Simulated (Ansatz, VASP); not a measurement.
**C8O: VASP beside Ansatz**

INCAR

```
PREC = Accurate
ENCUT = 520
EDIFF = 1E-7
ISMEAR = 0
SIGMA = 0.1
LREAL = False
LASPH = True
NELM = 80
ALGO = Normal
ISIF = 2
LWAVE = False
LCHARG = False
LDIPOL = True
IDIPOL = 3
DIPOL = 0.5 0.5 0.488
GGA = PE
IVDW = 12
NBANDS = 29
```

File KPOINTS:

```
Automatic mesh
0
Gamma
  12 12 1
```

The input POSCAR:

```
C8O
1.0
    2.4649796670      0.0000000000      0.0000000000
   -1.2324898335      2.1347350114      0.0000000000
    0.0000000000      0.0000000000     29.1076495408
C O
8 1
Direct
    0.0000000000      0.0000000000      0.2920194646
    0.6666666667      0.3333333333      0.2920194566
    0.0000000000      0.0000000000      0.4077696707
    0.3333333333      0.6666666667      0.4077696627
    0.0000000000      0.0000000000      0.5235198769
    0.6666666667      0.3333333333      0.5235198689
    0.0000000000      0.0000000000      0.6392700831
    0.3333333333      0.6666666667      0.6392700751
    0.0000000000      0.2500000000      0.6645797483
```

Input for Ansatz:

```yaml
crystal:
  lattice:
    - [2.464979667, 0.0, 0.0]
    - [-1.2324898335, 2.1347350114, 0.0]
    - [0.0, 0.0, 29.1076495408]
  atoms:
    - { symbol: C, position: [0.0, 0.0, 0.2920194646] }
    - { symbol: C, position: [0.6666666667, 0.3333333333, 0.2920194566] }
    - { symbol: C, position: [0.0, 0.0, 0.4077696707] }
    - { symbol: C, position: [0.3333333333, 0.6666666667, 0.4077696627] }
    - { symbol: C, position: [0.0, 0.0, 0.5235198769] }
    - { symbol: C, position: [0.6666666667, 0.3333333333, 0.5235198689] }
    - { symbol: C, position: [0.0, 0.0, 0.6392700831] }
    - { symbol: C, position: [0.3333333333, 0.6666666667, 0.6392700751] }
    - { symbol: O, position: [0.0, 0.25, 0.6645797483] }
basis:
  ecutwfc: 420
kpoints:
  mp_grid: { grid: [12, 12, 1] }
hamiltonian:
  xc: pbe
  dispersion: d3bj
scf:
  occupations: { method: gaussian, width: 0.1 }
output:
  forces: true
  stress: true
  eigenvalues: true
  write_density: true
  write_potential: true
  elf: true
  volumetric_format: npy
efield:
  axis: 3
  dipole_correction: true
  ramp_width: 0.04
```

Alike in both runs: task single point; functional PBE; dispersion D3(BJ); k mesh 12 × 12 × 1; occupations gaussian, width 0.1 eV; no spin polarisation.

```csv
,VASP,Ansatz
version,VASP 6.6.1,Ansatz 0.2.0
potentials or method,"VASP PAW PBE potentials, release 64 (C, O), cutoff 520 eV","scalar-relativistic, plane waves, PAW"
valence electrons in the cell,38,38
```

|  | VASP | Ansatz | Ansatz less VASP |
| --- | --- | --- | --- |
| gap on the k mesh at the Fermi level (eV) | none | none | - |
| rms of the force components (eV/Å) | 19.455 | 18.669 | -0.7858 |

Atom by atom the forces differ by 0.816 eV/Å (rms over components). A gap of «none» marks a metal or a gap that the smearing closes. Ansatz's warnings: vacuum below fermi, xc potential rough in thin density.

Noted on VASP's run: the standard files for N, O and F lose accuracy on very short bonds.
